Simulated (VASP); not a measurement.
Here is a VASP 6.6.1 calculation.

File INCAR:

```
PREC     = Accurate       # precision mode
ENCUT    = 500            # plane-wave cutoff, eV
EDIFF    = 1E-6           # SCF threshold, eV
ISMEAR   = 0              # smearing method
SIGMA    = 0.1            # smearing width, eV
LREAL    = F              # projectors in reciprocal space
LASPH    = T              # aspherical terms in the spheres
NELM     = 200            # most SCF steps
ALGO     = Normal         # electronic algorithm
ISIF     = 2              # what is computed and relaxed
LWAVE    = F              # write WAVECAR
LCHARG   = T              # write CHGCAR
GGA      = PE             # functional
LELF     = T              # ELF
LVHAR    = T            
NBANDS   = 22             # bands
GGA_COMPAT= F            
LMAXMIX  = 6              # l up to which the mixer works
```

Contents of KPOINTS:

```
regular mesh
0
Gamma
  4 4 4
```

The input POSCAR:

```
SmSi4
1.0
   -3.0286343500      3.0286343500      3.0286343500
    3.0286343500     -3.0286343500      3.0286343500
    3.0286343500      3.0286343500     -3.0286343500
Sm Si
1 4
Direct
    0.0000000000      0.0000000000      0.0000000000
    0.3495999900      0.3495999900      0.3495999900
    0.6504000100      0.0000000000      0.0000000000
    0.0000000000      0.0000000000      0.6504000100
    0.0000000000      0.6504000100      0.0000000000
```

Potentials or basis: VASP PAW PBE potentials, release 64 (Sm_3, Si), 4f in core.

The run is started by

```console
$ cat potpaw_PBE.64/Sm_3/POTCAR potpaw_PBE.64/Si/POTCAR > POTCAR
$ mpirun -np 1 vasp_std > vasp.out
```

Estimate the band gap on the k mesh.

zero (an odd number of electrons rules out a gap without spin polarisation).

Estimate the pressure.

67.5 GPa.

Estimate the largest force.

19.987 eV/Å.

Forces in eV/Å, atoms in the order of the input:
```
Sm    0.000   0.000   0.000
Si   11.539  11.539  11.539
Si   11.539 -11.539 -11.539
Si  -11.539 -11.539  11.539
Si  -11.539  11.539 -11.539
```

Caveat: the k points lie up to 0.37 Å⁻¹ apart, too coarse for converged energies and pressures of a metal; spin-orbit coupling is left out, which moves the levels of the heavy elements; the 4f electrons are frozen in the core, so they carry no moment and show no levels; forces of over 1 eV/Å act on the atoms, so gaps and moduli don't describe the material at rest. Spin polarisation is off, so any magnetic state and its effect on volume and gap are missing.
